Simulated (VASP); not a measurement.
# W (R-3m) in VASP: notebook, part 2 of 2

VASP 6.6.1. The steps go on from the part before.

### 5 Single point, PBE

INCAR reads:

```
SYSTEM = W
PREC     = Accurate       ! precision mode
ENCUT    = 500            ! plane-wave cutoff, eV
EDIFF    = 1E-6           ! SCF threshold, eV
ISMEAR   = 1              ! smearing method
SIGMA    = 0.05           ! smearing width, eV
LREAL    = .False.        ! projectors in reciprocal space
LASPH    = .True.         ! aspherical terms in the spheres
NELM     = 120            ! most SCF steps
ALGO     = Normal         ! electronic algorithm
ISIF     = 2              ! what is computed and relaxed
LWAVE    = .False.        ! write WAVECAR
LCHARG   = .True.         ! write CHGCAR
GGA      = PE             ! functional
LELF     = .True.         ! ELF
LVHAR    = .True.       
NBANDS   = 13             ! bands
GGA_COMPAT= .False.
```

KPOINTS reads:

```
Automatic mesh
0
Gamma
  15 15 15
  0 0 0
```

POSCAR reads:

```
W
1.0
   -1.5506981000      1.5823450000      1.5823450000
    1.5823450000     -1.5506981000      1.5823450000
    1.5823450000      1.5823450000     -1.5506981000
W
1
Direct
    0.0000000000      0.0000000000      0.0000000000
```

Potentials or basis: VASP PAW PBE potentials, release 64 (W_sv).

Run with:

```console
cat potpaw_PBE.64/W_sv/POTCAR > POTCAR
mpirun -np 1 vasp_std > vasp.out
```

OUTCAR:

```text
SYSTEM = W
   PREC = Accurate
   ENCUT = 500
   EDIFF = 1E-6
   ISMEAR = 1
   LREAL = .False.
   LASPH = .True.
   NELM = 120
   ISIF = 2
   GGA = PE

 ion  position               nearest neighbor table
   1  0.000  0.000  0.000-

  LATTYP: Found a trigonal (rhomboedric) cell.
 ALAT       =     2.7225532126
 COS(alpha) =    -0.3242805026

  Lattice vectors:

 A1 = (  -1.5506981000,   1.5823450000,   1.5823450000)
 A2 = (   1.5823450000,  -1.5506981000,   1.5823450000)
 A3 = (   1.5823450000,   1.5823450000,  -1.5506981000)

Analysis of symmetry for initial positions (statically):
=====================================================================
 Subroutine PRICEL returns:
 Original cell was already a primitive cell.

 Routine SETGRP: Setting up the symmetry group for a
 trigonal (rhombohedral) supercell.

 Subroutine GETGRP returns: Found 12 space group operations
 (whereof 12 operations were pure point group operations)
 out of a pool of 12 trial point group operations.

[... 165 lines left out ...]
 Fermi energy:        11.4357731376

 k-point     1 :       0.0000    0.0000    0.0000
  band No.  band energies     occupation
      1     -62.7359      2.00000
      2     -26.3520      2.00000
      3     -26.2662      2.00000
      4     -26.2662      2.00000
      5       1.8128      2.00000
      6      10.0246      2.00000
      7      10.0246      2.00000
      8      10.5746      2.00000
      9      13.7397      0.00000
     10      13.7397      0.00000
     11      25.7934      0.00000
     12      25.7934      0.00000
     13      26.3424      0.00000
[... 354 lines left out ...]
  band No.  band energies     occupation
      1     -62.6586      2.00000
      2     -27.0473      2.00000
      3     -26.5453      2.00000
      4     -26.3454      2.00000
      5       4.8958      2.00000
      6       8.7155      2.00000
      7       9.0143      2.00000
      8      12.8719      0.00000
      9      14.1562      0.00000
     10      14.5331      0.00000
     11      26.0998      0.00000
     12      27.7153      0.00000
     13      30.3092      0.00000

 [... further k-points ...]

------------------------ aborting loop because EDIFF is reached ----------------------------------------

  FORCE on cell =-STRESS in cart. coord.  units (eV):
  Direction    XX          YY          ZZ          XY          YZ          ZX
  --------------------------------------------------------------------------------------
  -------------------------------------------------------------------------------------
  Total        0.6507725      0.6507725      0.6507725     -0.3194134     -0.3194134     -0.3194134
  in kB       65.8120920     65.8120920     65.8120920    -32.3020164    -32.3020164    -32.3020164
  external PRESSURE =      65.8120920 kB  Pullay stress =       0.0000000 kB

 VOLUME and BASIS-vectors are now :
 -----------------------------------------------------------------------------
  energy-cutoff  :      500.00
  volume of cell :       15.84
      direct lattice vectors                 reciprocal lattice vectors
    -1.550698100  1.582345000  1.582345000    -0.006258402  0.312920099  0.312920099
     1.582345000 -1.550698100  1.582345000     0.312920099 -0.006258402  0.312920099
     1.582345000  1.582345000 -1.550698100     0.312920099  0.312920099 -0.006258402

 POSITION                                       TOTAL-FORCE (eV/Angst)
 -----------------------------------------------------------------------------------
      0.00000      0.00000      0.00000         0.000000      0.000000     -0.000000
 -----------------------------------------------------------------------------------
    total drift:                                0.000000      0.000000      0.000000

  FREE ENERGIE OF THE ION-ELECTRON SYSTEM (eV)
  ---------------------------------------------------
  free  energy   TOTEN  =       -12.9372671374 eV

  energy  without entropy=      -12.9372148924  energy(sigma->0) =      -12.93724972
```

OSZICAR:

```text
N       E                     dE             d eps       ncg     rms          rms(c)
DAV:   1     0.828264372155E+02    0.82826E+02   -0.72780E+03  9053   0.119E+03
DAV:   2    -0.119567697822E+02   -0.94783E+02   -0.91106E+02 10044   0.311E+02
DAV:   3    -0.135471292211E+02   -0.15904E+01   -0.15862E+01  9824   0.393E+01
DAV:   4    -0.135533473071E+02   -0.62181E-02   -0.62180E-02  9934   0.273E+00
DAV:   5    -0.135533988118E+02   -0.51505E-04   -0.51505E-04  9954   0.233E-01    0.210E+01
DAV:   6    -0.130693810572E+02    0.48402E+00   -0.40230E-01  9284   0.853E+00    0.844E+00
DAV:   7    -0.129413449523E+02    0.12804E+00   -0.21382E-01  9904   0.592E+00    0.636E-01
DAV:   8    -0.129372757076E+02    0.40692E-02   -0.42697E-03  9109   0.847E-01    0.699E-02
DAV:   9    -0.129372734582E+02    0.22494E-05   -0.79536E-05 10422   0.110E-01    0.477E-02
DAV:  10    -0.129372666808E+02    0.67774E-05   -0.14692E-05  9674   0.530E-02    0.394E-03
DAV:  11    -0.129372671374E+02   -0.45651E-06   -0.28610E-07  6317   0.650E-03
   1 F= -.12937267E+02 E0= -.12937250E+02  d E =-.522449E-04
```

stdout:

```text
POSCAR found type information on POSCAR W
 POSCAR found :  1 types and       1 ions
 scaLAPACK will be used
 LDA part: xc-table for (Slater+PW92), standard interpolation
 POSCAR, INCAR and KPOINTS ok, starting setup
 FFT: planning ... GRIDC
 FFT: planning ... GRID_SOFT
 FFT: planning ... GRID
 WAVECAR not read
 entering main loop
```

Run time: 25 s. Hardware: 1 thread of Intel Xeon Platinum 8375C at 2.90GHz (Ice Lake), shared host; peak memory 0.17 GiB.

Results:

```yaml
Free_energy: -12.9373 eV
Pressure: 6.6 GPa
Band_gap_on_the_k_mesh: zero (band 7 reaches 15.78 eV, above the bottom of band 8 at 10.47 eV)
```

Stress tensor (GPa, compression positive):
```
 6.58 -3.23 -3.23
-3.23  6.58 -3.23
-3.23 -3.23  6.58
```

Levels at points of the mesh, in eV from the Fermi level:
```
           k point  band 4  band 5  band 6  band 7  band 8  band 9  band 10  band 11
(0.00, 0.00, 0.00)  -37.70   -9.62   -1.41   -1.41   -0.86    2.30     2.30    14.36
```

Caveat: spin-orbit coupling is left out, which moves the levels of the heavy elements.

### 6 Summary

```tsv
cell	gap on the mesh (eV)	pressure (GPa)
a = 2.747 Å, angles 109.7°, 1 atom	none	6.5
a = 2.735 Å, angles 109.3°, 1 atom	none	6.5
a = 2.729 Å, angles 109.1°, 1 atom	none	6.5
a = 2.723 Å, angles 108.9°, 1 atom	none	6.6
```

Alike in all rows: task single point; level PBE; potentials or basis VASP PAW PBE potentials, release 64 (W_sv); no spin polarisation; k mesh 15 × 15 × 15; cutoff (eV) 500; smearing methfessel-paxton 0.05 eV.

Caveats: spin-orbit coupling is left out, which moves the levels of the heavy elements.

Total energies depend on the potentials used, so only differences within one code and one set of settings carry meaning.
